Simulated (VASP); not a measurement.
Set up this calculation in VASP 6.6.1, as the native input.

```
Task                   : single point
Functional             : PBEsol
Potentials or basis    : VASP PAW PBE potentials, release 64 (Rb_sv)
Cutoff                 : 520 eV
k mesh                 : 14 × 14 × 14
Occupations            : gaussian, width 0.15 eV
Spin                   : no spin polarisation
Dipole correction      : no
Further INCAR settings : ALGO = Normal; EDIFF = 1e-06; NBANDS = 10
```

The structure of Rb lies in POSCAR:

```
Rb
1.0
   -3.0377810045      3.0377810045      2.5831857329
    3.0377810045     -3.0377810045      2.5831857329
    3.0377810045      3.0377810045     -2.5831857329
Rb
1
Direct
    0.0000000000      0.0000000000      0.0000000000
```

This cell differs from its parent crystal: ratio of the length along z to the lengths across it x 0.92, volume and fractional coordinates fixed.

One way to write it, as run:

INCAR

```
SYSTEM = Rb
ALGO = Normal
EDIFF = 1E-6
ENCUT = 520
GGA = PS
ISIF = 2
ISMEAR = 0
LASPH = .True.
LCHARG = .True.
LELF = .True.
LREAL = .False.
LVHAR = .True.
LWAVE = .False.
NBANDS = 10
NELM = 100
PREC = Accurate
SIGMA = 0.15
```

KPOINTS

```
k-points
0
Gamma
  14 14 14
  0 0 0
```

Potentials or basis: VASP PAW PBE potentials, release 64 (Rb_sv).

Launch:

```console
$ cat potpaw_PBE.64/Rb_sv/POTCAR > POTCAR
$ mpirun -np 1 vasp_std > vasp.out
```

Results of the run:

| Property | Result |
| --- | --- |
| Pressure | -0.2 GPa |

Caveat: the PAW data sets were made with another functional, which shifts forces and pressure a little.

Run time: 2.9 min on 1 thread of Intel(R) Xeon(R) Platinum 8488C (Sapphire Rapids) (shared host), peak memory 0.39 GiB.
